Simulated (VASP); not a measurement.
Input of a VASP 6.6.1 run:

Contents of INCAR:

```
SYSTEM = Re2S3
PREC     = Accurate       ! precision mode
ENCUT    = 500            ! plane-wave cutoff, eV
EDIFF    = 1E-6           ! SCF threshold, eV
ISMEAR   = 0              ! smearing method
SIGMA    = 0.1            ! smearing width, eV
LREAL    = .False.        ! projectors in reciprocal space
LASPH    = .True.         ! aspherical terms in the spheres
NELM     = 120            ! most SCF steps
ALGO     = Normal         ! electronic algorithm
ISIF     = 2              ! what is computed and relaxed
LWAVE    = .False.        ! write WAVECAR
LCHARG   = .False.        ! write CHGCAR
GGA      = PE             ! functional
NBANDS   = 32             ! bands
GGA_COMPAT= .False.
```

File KPOINTS:

```
Automatic mesh
0
Gamma
  6 6 4
  0 0 0
```

The input POSCAR:

```
Re2S3
1.0
    3.8014999690      0.0000000000      0.0000000000
   -1.9007499845      3.2921955456      0.0000000000
    0.0000000000      0.0000000000      6.4432156052
Re S
2 3
Direct
    0.3333333333      0.6666666667      0.2528303947
    0.6666666667      0.3333333333      0.7471696053
    0.0000000000      0.0000000000      0.0000000000
    0.3333333333      0.6666666667      0.6277434266
    0.6666666667      0.3333333333      0.3722565734
```

Potentials or basis: VASP PAW PBE potentials, release 64 (Re_sv_GW, S).

Run with:

```bash
$ cat potpaw_PBE.64/Re_sv_GW/POTCAR potpaw_PBE.64/S/POTCAR > POTCAR
$ mpirun -np 1 vasp_std > vasp.out
```

**Question.** What does it give for the largest force?

**Answer.** 0.019 eV/Å.

**Question.** Estimate the band gap on the k mesh.

**Answer.** Zero (band 24 reaches 9.93 eV, above the bottom of band 25 at 9.46 eV).

**Question.** Estimate the pressure.

**Answer.** -1.0 GPa.

Forces in eV/Å, atoms in the order of the input:
```
Re   0.000  0.000 -0.019
Re   0.000  0.000  0.019
S    0.000  0.000  0.000
S    0.000  0.000  0.001
S    0.000  0.000 -0.001
```

Caveat: spin-orbit coupling is left out, which moves the levels of the heavy elements.
